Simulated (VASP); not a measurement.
Runs of VASP 6.6.1 on Sr3Ni. The structure is that of space group Pm-3m (No. 221), or close to it. The cells are those of the table. 

```tsv
task	cell	k mesh	cutoff (eV)	gap on the mesh (eV)	pressure (GPa)
relaxation of cell and atoms	relaxed from a = 4.718 Å, 4 atoms	4 × 4 × 4	600	none	0.0
relaxation of cell and atoms	relaxed from a = 5.269 Å, 4 atoms	10 × 10 × 10	600	none	0.0
single point	a = 5.269 Å, 4 atoms	10 × 10 × 10	520	none	(a)
single point	a = 5.269 Å, 4 atoms	4 × 4 × 4	520	none	0.2
```

Alike in all rows: level PBE; potentials or basis VASP PAW PBE potentials, release 64 (Sr_sv, Ni); no spin polarisation; smearing gaussian 0.1 eV.

Estimate the missing entries.

(a) 0.1.

Caveats: the relaxation stopped at its first step, so nothing moved (at least some runs).

A k mesh can miss the band edges, and the runs leave out spin-orbit coupling on Sr.

A gap of «none» marks levels without a gap at the run's occupations.
